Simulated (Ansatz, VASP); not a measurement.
# PbS: VASP beside Ansatz

The input INCAR:

```
PREC = Accurate
ENCUT = 600
EDIFF = 1E-7
ISMEAR = -1
SIGMA = 0.05
LREAL = False
LASPH = True
NELM = 100
ALGO = Normal
ISIF = 3
LWAVE = False
LCHARG = False
GGA = B5
ALDAX = 1.0
AGGAX = 1.0
AGGAC = 1.0
ALDAC = 0.0
IVDW = 12
VDW_S6 = 1.0
VDW_S8 = 2.6996
VDW_A1 = 0.4298
VDW_A2 = 4.2359
IBRION = 2
NSW = 60
EDIFFG = -0.01
```

File KPOINTS:

```
regular mesh
0
Gamma
  8 8 7
```

Contents of POSCAR:

```
PbS
1.0
    4.0896976867      0.0000000000      0.0000000000
   -2.0448488433      3.5417820905      0.0000000000
    0.0000000000      0.0000000000      3.7881670000
Pb S
1 1
Direct
    0.0000000000      0.0000000000      0.0000000000
    0.6666666667      0.3333333333      0.5000000000
```

The input input.yaml:

```yaml
crystal:
  lattice:
    - [4.0896976867, 0.0, 0.0]
    - [-2.0448488433, 3.5417820905, 0.0]
    - [0.0, 0.0, 3.788167]
  atoms:
    - { symbol: Pb, position: [0.0, 0.0, 0.0] }
    - { symbol: S, position: [0.6666666667, 0.3333333333, 0.5] }
hamiltonian:
  xc: blyp
  pseudopotentials: { kind: paw }
  dispersion: d3bj
kpoints:
  mp_grid: { grid: [8, 8, 7] }
scf:
  occupations: { method: fermi_dirac, width: 0.05 }
output:
  forces: true
  stress: true
  eigenvalues: true
relax:
  f_tol: 0.01
  max_steps: 40
  cell: { stress_tol: 0.05 }
```

Alike in both runs: task relaxation of cell and atoms; functional BLYP; dispersion D3(BJ); k mesh 8 × 8 × 7; occupations fermi-dirac, width 0.05 eV; no spin polarisation.

|  | VASP | Ansatz |
| --- | --- | --- |
| version | VASP 6.6.1 | Ansatz 0.2.0 |
| potentials or method | VASP PAW PBE potentials, release 64 (Pb_d, S) | Ansatz PAW |
| plane-wave cutoff (eV) | 600 | 420 |
| valence electrons in the cell | 20 | 20 |

Ansatz gave:

| Property | Result |
| --- | --- |
| gap on the k mesh at the Fermi level, each at its own relaxed structure (eV) | 0.16 |
| relaxed volume (Å³/atom) | 26.73 |
| relaxed cell length with the largest relative difference (Å) | 3.796 |

Problem. What did VASP give for the same quantities?

Solution. gap on the k mesh at the Fermi level, each at its own relaxed structure (eV): 0.15; relaxed volume (Å³/atom): 26.79; relaxed cell length with the largest relative difference (Å): 3.800.

VASP's potentials were made for PBE, not for BLYP.

Neither program's run includes spin-orbit coupling. Noted on Ansatz's run: odd divisions of the mesh miss points on the zone boundary, where band edges often lie, so the gap on the mesh can be too wide; the plane-wave basis is chosen anew once the cell has moved, so the energies of steps on either side of that aren't comparable.
